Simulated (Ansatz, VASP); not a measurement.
**One calculation of KI, two programs**

POSCAR

```
KI
1.0
    4.2909401140      0.0000000000      0.0000000000
    0.0000000000      4.2909401140      0.0000000000
    0.0000000000      0.0000000000      4.2909401140
K I
1 1
Direct
    0.0000000000      0.0000000000      0.0000000000
    0.5000000000      0.5000000000      0.5000000000
```

File INCAR.step1:

```
  PREC = Accurate
  ENCUT = 520
  EDIFF = 1E-5
  ISMEAR = 0
  SIGMA = 0.01
  LREAL = F
  LASPH = T
  NELM = 60
  ALGO = Normal
  ISIF = 2
  LWAVE = T
  LCHARG = F
  NBANDS = 15
  GGA = PE
```

The input INCAR.step2:

```
  PREC = Accurate
  ENCUT = 520
  EDIFF = 1E-7
  ISMEAR = 0
  SIGMA = 0.01
  LREAL = F
  LASPH = T
  NELM = 60
  ALGO = Normal
  ISIF = 2
  LWAVE = F
  LCHARG = F
  GGA = PE
  LHFCALC = T
  AEXX = 1.0
  HFSCREEN = 0.2078
  PRECFOCK = Normal
  NBANDS = 15
  ISTART = 1
  ALDAC = 1.0
  AGGAC = 1.0
```

Contents of KPOINTS:

```
regular mesh
0
Gamma
  4 4 4
```

Input for Ansatz:

```yaml
crystal:
  lattice:
    - [4.290940114, 0.0, 0.0]
    - [0.0, 4.290940114, 0.0]
    - [0.0, 0.0, 4.290940114]
  atoms:
    - { symbol: K, position: [0.0, 0.0, 0.0] }
    - { symbol: I, position: [0.5, 0.5, 0.5] }
kpoints:
  mp_grid: { grid: [4, 4, 4] }
hamiltonian:
  xc:
    exchange: pbe
    correlation: pbe
    exx: { coeff: 1.0, omega: 0.2078 }
scf:
  occupations: { method: fixed }
  n_extra_bands: 4
output:
  forces: true
  stress: true
  eigenvalues: true
```

Alike in both runs: task single point; functional PBE-based screened hybrid; k mesh 4 × 4 × 4; no spin polarisation.

|  | VASP | Ansatz |
| --- | --- | --- |
| version | VASP 6.6.1 | Ansatz 0.2.0 |
| potentials or method | VASP PAW PBE potentials, release 64 (K_sv, I) | plane waves |
| plane-wave cutoff (eV) | 520 | 420 |
| occupations | gaussian, width 0.01 eV | fixed |
| valence electrons in the cell | 16 | 26 |

VASP gave:

```
gap on the k mesh at the Fermi level (eV) : 7.49
pressure (GPa)                            : -0.6
```

**Question.** What did Ansatz give for the same quantities?

**Answer.** gap on the k mesh at the Fermi level (eV): 7.49; pressure (GPa): -0.5.

VASP's potentials were made for PBE, not for PBE-based screened hybrid. VASP's potentials hold 16 valence electrons a cell and Ansatz's 26, so a difference there can come from the potentials and not from the codes. Ansatz's warnings: stress exchange threshold loose, stress scf threshold loose.

Spin-orbit coupling is off throughout.
